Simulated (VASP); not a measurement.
A run of VASP 6.6.1 is set up as follows.

The input INCAR:

```
PREC = Accurate ; ENCUT = 520
EDIFF = 1E-6 ; ISMEAR = 0
SIGMA = 0.1 ; LREAL = F
LASPH = T ; NELM = 60
ALGO = Normal ; ISIF = 2
LWAVE = F ; LCHARG = F
GGA = CA ; NBANDS = 12
```

The input KPOINTS:

```
regular mesh
0
Gamma
  4 4 7
```

File POSCAR:

```
Be
1.0
    3.7444583523      0.0583624038     -0.0113410350
    0.0583624038      3.7371405894      0.0045324207
   -0.0069084474      0.0027553923      2.2552287075
Be
4
Direct
    0.2950100000      0.3054400000      0.9947400000
    0.6954300000      0.7011800000      0.0039500000
    0.1962100000      0.8033200000      0.5064000000
    0.7975200000      0.2111100000      0.5019200000
```

Potentials or basis: VASP PAW LDA potentials, release 64 (Be).

Launch:

```console
$ cat potpaw_LDA.64/Be/POTCAR > POTCAR
$ mpirun -np 1 vasp_std > vasp.out
```

Predict the band gap on the k mesh.

zero (band 4 reaches 7.43 eV, above the bottom of band 5 at 5.63 eV).

What does it give for the largest force?

0.268 eV/Å.

What does it give for the pressure?

-2.4 GPa.

Forces in eV/Å, atoms in the order of the input:
```
Be   0.062 -0.053  0.136
Be   0.003  0.210 -0.004
Be  -0.103  0.108 -0.119
Be   0.038 -0.265 -0.013
```

Caveat: the k points lie up to 0.42 Å⁻¹ apart.
